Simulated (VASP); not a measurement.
A run of VASP 6.6.1 is set up as follows.

Contents of POSCAR:

```
GaN
1.0
    3.1150838257      0.0000000000      0.0000000000
   -1.5575419129      2.6977417280      0.0000000000
    0.0000000000      0.0000000000      5.0605418376
Ga N
2 2
Direct
    0.6666666667      0.3333333333      0.5000000000
    0.3333333333      0.6666666667      0.0000000000
    0.6666666667      0.3333333333      0.8750000000
    0.3333333333      0.6666666667      0.3750000000
```

INCAR.step1

```
PREC = Accurate ; ENCUT = 910
ISMEAR = -1 ; SIGMA = 0.05
LREAL = False ; LASPH = True
NELM = 120 ; NBANDS = 26
GGA = PE ; ALGO = Normal
EDIFF = 1E-5 ; LWAVE = True
LCHARG = False ; GGA_COMPAT = False
```

Contents of INCAR.step2:

```
PREC = Accurate ; ENCUT = 910
EDIFF = 1E-6 ; ISMEAR = -1
SIGMA = 0.05 ; LREAL = False
LASPH = True ; NELM = 120
ALGO = Normal ; ISIF = 2
LWAVE = False ; LCHARG = False
METAGGA = R2SCAN ; LMIXTAU = True
IVDW = 13 ; VDW_S6 = 1.0
VDW_S8 = 0.6018749 ; VDW_A1 = 0.51559235
VDW_A2 = 5.77342911 ; NBANDS = 26
ISTART = 1 ; GGA_COMPAT = False
```

Contents of KPOINTS:

```
regular mesh
0
Gamma
  10 10 5
```

Potentials or basis: VASP PAW PBE potentials, release 64 (Ga_d, N_h).

Command:

```sh
$ cat potpaw_PBE.64/Ga_d/POTCAR potpaw_PBE.64/N_h/POTCAR > POTCAR
$ cp INCAR.step1 INCAR
$ mpirun -np 1 vasp_std > vasp.out
$ cp INCAR.step2 INCAR
$ mpirun -np 1 vasp_std > vasp.out
```

Estimate the pressure.

14.2 GPa.

What does it give for the largest force?

0.165 eV/Å.

Predict the band gap on the k mesh.

2.80 eV, direct.

Stress tensor (GPa, compression positive):
```
13.35  0.00  0.00
 0.00 13.35  0.00
 0.00  0.00 16.04
```

Caveat: the cutoff is under 1.25 times the usual one of these potentials, so pressure, stress and relaxed cells hold a basis-set (Pulay) error; the PAW data sets were made with another functional, which shifts forces and pressure a little. r2SCAN opens gaps a little over a GGA but as a rule still falls short of measured ones.
